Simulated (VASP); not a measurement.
**V: single point with r2SCAN**

The system is V.

```
CELL_PARAMETERS angstrom
-1.51300 1.51300 1.51300
1.51300 -1.51300 1.51300
1.51300 1.51300 -1.51300
ATOMIC_POSITIONS crystal
V 0.00000 0.00000 0.00000
```

| Quantity | Value |
| --- | --- |
| Program | VASP 6.6.1 |
| Task | single point |
| Functional | r2SCAN |
| Potentials or basis | VASP PAW PBE potentials, release 64 (V_sv) |
| Cutoff | 520 eV |
| k mesh | 12 × 12 × 12 |
| Occupations | fermi-dirac, width 0.1 eV |
| Spin | collinear spin, ferromagnetic start |
| Starting moments | [0.18] μB |
| Fixed moment | 0.18 μB |
| Dipole correction | no |
| Further INCAR settings | ALGO = Normal; EDIFF = 1e-06; NBANDS = 16 |

```
Pressure                                              : -6.6 GPa
Net moment                                            : 0.18 μB per cell
Site moments                                          : V +0.15 μB
Valence electrons inside the program's atomic spheres : V 11.57
```

Run time: 3.1 min on 1 thread of Intel Xeon 8259CL, on a shared host, peak memory 0.15 GiB.

Caveat: the PAW data sets were made with another functional, which shifts forces and pressure a little; the total moment is fixed, so each spin has its own Fermi level.
